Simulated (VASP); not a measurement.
MgS, 64 atoms in the cell. Symmetry: Fm-3m, No. 225, cubic system. The conventional cell has a = 5.182 Å, b = 5.182 Å, c = 5.182 Å, α = 90.00°, β = 90.00°, γ = 90.00°. Within 3.4 Å of S (site symmetry m-3m) lie 6 Mg at 2.59 Å. Mg (site symmetry m-3m) has 6 S at 2.59 Å within 3.4 Å. 

| Item | Value |
| --- | --- |
| Program | VASP 6.6.1 |
| Task | single point |
| Functional | PBEsol |
| Potentials or basis | VASP PAW PBE potentials, release 64 (S, Mg) |
| Cutoff | 520 eV |
| k mesh | 1 × 1 × 1, shifted |
| Occupations | fermi-dirac, width 0.05 eV |
| Spin | no spin polarisation |
| Dipole correction | no |
| Further INCAR settings | LREAL = Auto; ALGO = Normal; EDIFF = 1e-07; NBANDS = 166; ISYM = 0 |

Potentials or basis: VASP PAW PBE potentials, release 64 (S, Mg).

Launch:

```sh
$ cat potpaw_PBE.64/S/POTCAR potpaw_PBE.64/Mg/POTCAR > POTCAR
$ mpirun -np 1 vasp_std > vasp.out
```

Hardware: 1 thread of Intel Xeon 6975P-C (shared host).

**Question.** Estimate the wall time of this run.

**Answer.** It took 22 min on 1 thread of Intel Xeon 6975P-C, with other jobs on the host, peak memory 1.2 GiB. Counts: scf iterations 15, k points 4.
